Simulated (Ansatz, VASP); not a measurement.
**InH in VASP and in Ansatz**

```xyz
2
Lattice="0.0000 2.6730 2.6730 2.6730 0.0000 2.6730 2.6730 2.6730 0.0000" Properties=species:S:1:pos:R:3 pbc="T T T"
In    0.0000    0.0000    0.0000
H     1.3365    1.3365    1.3365
```

Change from the starting cell: species swapped into the AlAs type (F-43m, No. 216).

Alike in both runs: task relaxation of cell and atoms; functional PBE; k mesh 18 × 18 × 18; occupations gaussian, width 0.1 eV; no spin polarisation.

|  | VASP | Ansatz |
| --- | --- | --- |
| version | VASP 6.6.1 | Ansatz 0.2.0 |
| potentials or method | VASP PAW PBE potentials, release 64 (In_d, H), cutoff 600 eV | scalar-relativistic, plane waves, PAW |
| valence electrons in the cell | 14 | 14 |

VASP gave:

```
gap on the k mesh at the Fermi level, each at its own relaxed structure (eV) : none
relaxed volume (Å³/atom)                                                     : 17.74
relaxed cell length with the largest relative difference (Å)                 : 3.689
```

Question: Estimate Ansatz's values.

Answer: gap on the k mesh at the Fermi level, each at its own relaxed structure (eV): none; relaxed volume (Å³/atom): 17.76; relaxed cell length with the largest relative difference (Å): 3.690.

A gap of «none» marks a metal or a gap that the smearing closes.
